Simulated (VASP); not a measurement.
A run of VASP 6.6.1 is set up as follows.

POSCAR

```
CaO
1.0
    2.3734669907      2.3734669907      0.0000000000
   -2.3734669907      2.3734669907      0.0000000000
    0.0000000000      2.3734669907      2.4118260532
Ca O
1 1
Direct
    0.0000000000      0.0000000000      0.0000000000
    0.5000000000      0.5000000000      0.0000000000
```

The input INCAR.step1:

```
PREC = Accurate
ENCUT = 520
ISMEAR = 0
SIGMA = 0.01
LREAL = False
LASPH = True
NELM = 100
NBANDS = 15
GGA = PE
ALGO = Normal
EDIFF = 1E-4
LWAVE = True
LCHARG = False
```

Contents of INCAR.step2:

```
PREC = Accurate
ENCUT = 520
EDIFF = 1E-6
ISMEAR = 0
SIGMA = 0.01
LREAL = False
LASPH = True
NELM = 100
ALGO = Normal
ISIF = 2
LWAVE = False
LCHARG = False
METAGGA = R2SCAN
LMIXTAU = True
NBANDS = 15
ISTART = 1
```

The input KPOINTS:

```
Automatic mesh
0
Gamma
  8 8 8
```

Potentials or basis: VASP PAW PBE potentials, release 64 (Ca_sv, O).

The run is started by

```bash
$ cat potpaw_PBE.64/Ca_sv/POTCAR potpaw_PBE.64/O/POTCAR > POTCAR
$ cp INCAR.step1 INCAR
$ mpirun -np 1 vasp_std > vasp.out
$ cp INCAR.step2 INCAR
$ mpirun -np 1 vasp_std > vasp.out
```

Question: What does it give for the pressure?

Answer: 2.9 GPa.

Question: Predict the band gap on the k mesh.

Answer: 4.15 eV, indirect (least direct gap 4.53 eV).

Stress tensor (GPa, compression positive):
```
3.93 0.00 0.00
0.00 3.93 0.00
0.00 0.00 0.82
```

Caveat: the cell differs from its parent crystal (in-plane strain -0.01); the PAW data sets were made with another functional, which shifts forces and pressure a little. A k mesh can miss the band edges.
